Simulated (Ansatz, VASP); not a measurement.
# CoH: VASP beside Ansatz

```
Co H
1.0
     0.00000    1.84296    1.84296
     1.84296    0.00000    1.84296
     1.84296    1.84296    0.00000
Co H
1 1
Direct
  0.01250 0.01250 0.98750
  0.48750 0.48750 0.51250
```

Change from the starting cell: shortest bond scaled by 1.05, PAW files.

Alike in both runs: task electric field gradients; functional r2SCAN; k mesh 13 × 13 × 13; occupations fermi-dirac, width 0.05 eV; collinear spin.

|  | VASP | Ansatz |
| --- | --- | --- |
| version | VASP 6.6.1 | Ansatz 0.2.0 |
| potentials or method | VASP PAW PBE potentials, release 64 (Co, H) | PAW with Ansatz's default frozen-core files, scalar-relativistic |
| plane-wave cutoff (eV) | 520 | 500 |
| valence electrons in the cell | 10 | 18 |

VASP gave:

* pressure (GPa): 0.6
* traceless stress, the component that is largest in VASP (GPa): 1.01
* rms of the force components (eV/Å): 0.099
* net moment per atom (μB): 0.72
* size of the moment on the site where the two differ most (μB): 1.50
* size of Vzz on the site where it differs most (V/Å²): 2.3

Q: What did Ansatz give for the same quantities?

A: Pressure (GPa): 0.4; traceless stress, the component that is largest in VASP (GPa): 0.94; rms of the force components (eV/Å): 0.098; net moment per atom (μB): 0.72; size of the moment on the site where the two differ most (μB): 1.45; size of Vzz on the site where it differs most (V/Å²): 1.5.

VASP's potentials were made for PBE, not for r2SCAN. Site moments also hang on the region over which each program counts them. Atom by atom the forces differ by 0.001 eV/Å (rms over components). VASP's potentials hold 10 valence electrons a cell and Ansatz's 18, so a difference there can come from the potentials and not from the codes. Ansatz's warnings: stability check not made.
